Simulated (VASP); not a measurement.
Wanted: the native input for a VASP 6.6.1 run.

```yaml
Task: single point
Functional: PBE
Potentials_or_basis: VASP PAW PBE potentials, release 64 (K_sv, I)
Cutoff: 520 eV
k_mesh: 6 × 6 × 2
Occupations: gaussian, width 0.1 eV
Spin: no spin polarisation
Dipole_correction: no
Further_INCAR_settings: ALGO = Normal; EDIFF = 1e-06; NBANDS = 24
```

The structure of KI lies in POSCAR:

```
KI
1.0
    5.6976994280     -0.0000000035      0.0000000000
   -2.8488497110      4.9343524496      0.0000000000
    0.0000000000      0.0000000000      9.0247805609
K I
2 2
Direct
    0.3333333333      0.6666666667     -0.0054929855
    0.6666666667      0.3333333333      0.4945070145
    0.3333333333      0.6666666667      0.3786279155
    0.6666666667      0.3333333333      0.8786279155
```

One way to write it, as run:

INCAR

```
PREC = Accurate
ENCUT = 520
EDIFF = 1E-6
ISMEAR = 0
SIGMA = 0.1
LREAL = False
LASPH = True
NELM = 100
ALGO = Normal
ISIF = 2
LWAVE = False
LCHARG = False
GGA = PE
NBANDS = 24
```

KPOINTS

```
regular mesh
0
Gamma
  6 6 2
```

Potentials or basis: VASP PAW PBE potentials, release 64 (K_sv, I).

Launch:

```sh
$ cat potpaw_PBE.64/K_sv/POTCAR potpaw_PBE.64/I/POTCAR > POTCAR
$ mpirun -np 1 vasp_std > vasp.out
```

Results of the run:

```yaml
Pressure: 0.0 GPa
Band_gap_on_the_k_mesh: 3.89 eV
```

Caveat: spin-orbit coupling is left out, which moves the levels of the heavy elements.

It took 2.1 min on 1 thread of Oxide Virtual Turin-like Processor (shared host), peak memory 0.33 GiB.
